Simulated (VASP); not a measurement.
Wanted: the native input for a VASP 6.6.1 run.

- Task: relaxation of cell and atoms
- Functional: PBEsol
- Potentials or basis: VASP PAW PBE potentials, release 64 (Nb_sv)
- Cutoff: 600 eV
- k mesh: 18 × 18 × 18
- Occupations: gaussian, width 0.1 eV
- Spin: no spin polarisation
- Target pressure: -3 GPa
- Dipole correction: no
- Further INCAR settings: ALGO = Normal; EDIFF = 1e-07; IBRION = 2; EDIFFG = -0.008; NSW = 70; ISIF = 3

The structure of Nb lies in POSCAR:

```
Nb
1.0
   -1.6518022044      1.6518022044      1.6518022044
    1.6518022044     -1.6518022044      1.6518022044
    1.6518022044      1.6518022044     -1.6518022044
Nb
1
Direct
    0.0000000000      0.0000000000      0.0000000000
```

The input as run:

INCAR

```
SYSTEM = Nb
PREC = Accurate
ENCUT = 600
EDIFF = 1E-7
ISMEAR = 0
SIGMA = 0.1
LREAL = .False.
LASPH = .True.
NELM = 100
ALGO = Normal
ISIF = 3
LWAVE = .False.
LCHARG = .False.
GGA = PS
IBRION = 2
NSW = 70
EDIFFG = -0.008
PSTRESS = -30.0
```

KPOINTS

```
regular mesh
0
Gamma
  18 18 18
  0 0 0
```

Potentials or basis: VASP PAW PBE potentials, release 64 (Nb_sv).

Run with:

```bash
$ cat potpaw_PBE.64/Nb_sv/POTCAR > POTCAR
$ mpirun -np 1 vasp_std > vasp.out
```

It gave:

* Relaxed volume: 17.80 Å³/atom
* Relaxed cell: a = 2.849 Å, b = 2.849 Å, c = 2.849 Å, α = 109.47°, β = 109.47°, γ = 109.47°
* Space group after relaxing (to 0.1 Å): Im-3m (No. 229)
* Energy change on relaxing (the run minimises the enthalpy): -5.7 meV/atom
* Ionic steps: 3
* Pressure after relaxing: -3.0 GPa
* Band gap on the k mesh: zero (an odd number of electrons rules out a gap without spin polarisation)

Caveat: the cell is relaxed towards a set pressure, so the run minimises the enthalpy, not the energy; the PAW data sets were made with another functional, which shifts forces and pressure a little.

Run time: 40 s on 1 thread of Intel(R) Xeon(R) 6975P-C (Granite Rapids), with other jobs on the host, peak memory 0.18 GiB.
